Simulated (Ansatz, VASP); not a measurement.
# Li in VASP and in Ansatz

```
CELL_PARAMETERS angstrom
-1.74177 1.74177 1.74177
1.74177 -1.74177 1.74177
1.74177 1.74177 -1.74177
ATOMIC_POSITIONS crystal
Li 0.00000 0.00000 0.00000
```

Alike in both runs: task single point; functional revPBE; k mesh 13 × 13 × 13; occupations fermi-dirac, width 0.1 eV; non-collinear spin, spin-orbit coupling.

|  | VASP | Ansatz |
| --- | --- | --- |
| version | VASP 6.6.1 | Ansatz 0.2.0 |
| potentials or method | VASP PAW PBE potentials, release 64 (Li_sv), cutoff 520 eV | plane waves (420 eV) with PAW, fully relativistic with spin-orbit coupling |
| valence electrons in the cell | 3 | 3 |

```csv
,VASP,Ansatz,Ansatz less VASP
net moment per atom (μB),0.00,0.00,0.000
```

VASP's potentials were made for PBE, not for revPBE.

Noted on VASP's run: the cutoff is short for stress, so the pressure is rough.
